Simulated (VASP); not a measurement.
TaN: single point with PBE

The system is TaN.

```
CELL_PARAMETERS angstrom
3.10979 0.00000 0.00000
-1.55489 2.69315 0.00000
0.00000 0.00000 6.08330
ATOMIC_POSITIONS crystal
Ta 0.33333 0.66667 0.03119
Ta 0.66667 0.33333 0.53119
N 0.33333 0.66667 0.35381
N 0.66667 0.33333 0.85381
```

This cell differs from its parent crystal: volume scaled by 0.97, then relaxed in part.

```yaml
Program: VASP 6.6.1
Task: single point
Functional: PBE
Potentials_or_basis: VASP PAW PBE potentials, release 64 (Ta_pv, N)
Cutoff: 520 eV
k_mesh: 18 × 18 × 8
Occupations: gaussian, width 0.1 eV
Spin: no spin polarisation
```

```yaml
Pressure: 8.3 GPa
Largest_force: 0.020 eV/Å
Band_gap_on_the_k_mesh: zero (band 16 reaches 6.88 eV, above the bottom of band 17 at 6.49 eV)
```

Forces in eV/Å, atoms in the order of the input:
```
Ta   0.000  0.000 -0.020
Ta   0.000  0.000 -0.020
N    0.000  0.000  0.020
N    0.000  0.000  0.020
```

Stress tensor (GPa, compression positive):
```
8.13 0.00 0.00
0.00 8.13 0.00
0.00 0.00 8.79
```

Levels at points of the mesh, in eV from the Fermi level:
```csv
k point,band 12,band 13,band 14,band 15,band 16,band 17,band 18,band 19,band 20,band 21
"(0.00, 0.00, 0.00)",-5.39,-4.51,-4.51,-0.82,-0.76,0.17,0.17,2.28,2.28,2.80
"(0.50, 0.00, 0.00)",-5.65,-4.80,-3.69,-2.40,-0.49,1.20,2.25,2.74,3.60,4.11
"(0.00, 0.00, 0.50)",-5.00,-5.00,-5.00,0.15,0.15,1.00,1.00,1.00,1.00,4.75
"(0.50, 0.00, 0.50)",-5.54,-4.81,-4.81,-0.99,-0.99,1.53,1.53,3.48,3.48,4.79
```

It took 2.2 min on 1 thread of Intel(R) Xeon(R) Platinum 8259CL CPU @ 2.50GHz (Skylake/Cascade Lake), on a shared host, peak memory 0.31 GiB.

Caveat: spin-orbit coupling is left out, which moves the levels of the heavy elements.
